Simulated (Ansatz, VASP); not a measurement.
**LaC in VASP and in Ansatz**

Contents of INCAR:

```
SYSTEM = LaC
ALGO = Normal ; EDIFF = 1E-6
ENCUT = 520 ; GGA = PS
ISIF = 2 ; ISMEAR = 0
LASPH = .TRUE. ; LCHARG = .TRUE.
LELF = .TRUE. ; LREAL = .FALSE.
LVHAR = .TRUE. ; LWAVE = .FALSE.
NBANDS = 14 ; NELM = 100
PREC = Accurate ; SIGMA = 0.05
```

KPOINTS

```
k-points
0
G
  10 10 10
  0 0 0
```

File POSCAR:

```
LaC
1.0
    0.0000000000      2.6932670994      2.6932670994
    2.6932670994      0.0000000000      2.6932670994
    2.6932670994      2.6932670994      0.0000000000
La C
1 1
Direct
    0.5000000000      0.5000000000      0.5000000000
    0.0000000000      0.0000000000      0.0000000000
```

Input for Ansatz:

```yaml
crystal:
  lattice:
    - [0.0, 2.6932670994, 2.6932670994]
    - [2.6932670994, 0.0, 2.6932670994]
    - [2.6932670994, 2.6932670994, 0.0]
  atoms:
    - { symbol: La, position: [0.5, 0.5, 0.5] }
    - { symbol: C, position: [0.0, 0.0, 0.0] }
basis:
  ecutwfc: 420
  ecutrho_ratio: 4
kpoints:
  mp_grid: { grid: [10, 10, 10] }
hamiltonian:
  xc: pbesol
scf:
  occupations: { method: gaussian, width: 0.05 }
output:
  forces: true
  stress: true
  eigenvalues: true
```

Alike in both runs: task single point; functional PBEsol; k mesh 10 × 10 × 10; occupations gaussian, width 0.05 eV; no spin polarisation.

|  | VASP | Ansatz |
| --- | --- | --- |
| version | VASP 6.6.1 | Ansatz 0.2.0 |
| potentials or method | VASP PAW PBE potentials, release 64 (La, C), cutoff 520 eV | scalar-relativistic, plane waves, PAW |
| valence electrons in the cell | 15 | 15 |

Ansatz gave:

- gap on the k mesh at the Fermi level (eV): none
- pressure (GPa): -1.7

Question: Which values does VASP return?

Answer: gap on the k mesh at the Fermi level (eV): none; pressure (GPa): -1.6.

VASP's potentials were made for PBE, not for PBEsol. A gap of «none» marks a metal or a gap that the smearing closes.

Spin-orbit coupling is off throughout.
